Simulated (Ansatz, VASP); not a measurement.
## Two plane-wave programs on Mg3Zr

```
Mg Zr
1.0
     4.28890    0.00000    0.00000
     0.00000    4.28890    0.00000
     0.00000    0.00000    4.28890
Mg Zr
3 1
Cartesian
  2.1445 2.1445 0.0000
  2.1445 0.0000 2.1445
  0.0000 2.1445 2.1445
  0.0000 0.0000 0.0000
```

Alike in both runs: task single point; functional LDA; k mesh 5 × 5 × 5; occupations gaussian, width 0.1 eV; no spin polarisation.

```csv
,VASP,Ansatz
version,VASP 6.6.1,Ansatz 0.2.0
potentials or method,"VASP PAW LDA potentials, release 64 (Mg, Zr_sv), cutoff 520 eV","plane waves, PAW"
valence electrons in the cell,18,42
```

```tsv
	VASP	Ansatz	Ansatz less VASP
pressure (GPa)	3.4	3.6	+0.26
```

LDA's correlation is that of Perdew and Zunger in VASP and of Perdew and Wang (1992) in Ansatz. VASP's potentials hold 18 valence electrons a cell and Ansatz's 42, so a difference there can come from the potentials and not from the codes.
